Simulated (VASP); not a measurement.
ReOs2: single point with PBE

Crystal: ReOs2.

```
CELL_PARAMETERS angstrom
4.32722 0.00000 0.00000
-2.16361 3.74748 0.00000
0.00000 0.00000 2.73835
ATOMIC_POSITIONS crystal
Re 0.00000 0.00000 0.00000
Os 0.33333 0.66667 0.50000
Os 0.66667 0.33333 0.50000
```

- Program: VASP 6.6.1
- Task: single point
- Functional: PBE
- Potentials or basis: VASP PAW PBE potentials, release 64 (Re_sv_GW, Os_sv_GW)
- Cutoff: 560 eV
- k mesh: 6 × 6 × 6
- Occupations: gaussian, width 0.1 eV
- Spin: no spin polarisation
- Dipole correction: no
- Further INCAR settings: ALGO = Normal; EDIFF = 1e-06; NBANDS = 30

```yaml
Pressure: -1.1 GPa
Band_gap_on_the_k_mesh: zero (an odd number of electrons rules out a gap without spin polarisation)
```

Stress tensor (GPa, compression positive):
```
-0.94  0.00  0.00
 0.00 -0.94  0.00
 0.00  0.00 -1.51
```

Levels at points of the mesh, in eV from the Fermi level:
| k point | band 19 | band 20 | band 21 | band 22 | band 23 | band 24 | band 25 | band 26 | band 27 | band 28 |
| --- | --- | --- | --- | --- | --- | --- | --- | --- | --- | --- |
| (0.00, 0.00, 0.00) | -3.74 | -2.59 | -1.88 | -1.88 | -1.52 | -1.52 | -0.86 | -0.86 | 2.97 | 2.97 |
| (0.50, 0.00, 0.00) | -3.16 | -2.68 | -2.46 | -1.23 | -0.67 | 0.29 | 1.22 | 1.31 | 1.62 | 1.82 |
| (0.00, 0.00, 0.50) | -2.33 | -2.33 | -2.10 | -2.10 | 2.07 | 2.07 | 2.58 | 2.58 | 3.28 | 3.92 |
| (0.50, 0.00, 0.50) | -3.04 | -1.94 | -1.71 | -1.45 | -0.40 | 0.49 | 2.12 | 2.48 | 2.73 | 2.98 |

It took 47 s on 1 thread of AMD EPYC 7R13 Processor (Zen 3) (shared host), peak memory 0.18 GiB.

Caveat: the k points lie up to 0.38 Å⁻¹ apart, too coarse for converged energies and pressures of a metal; spin-orbit coupling is left out, which moves the levels of the heavy elements.
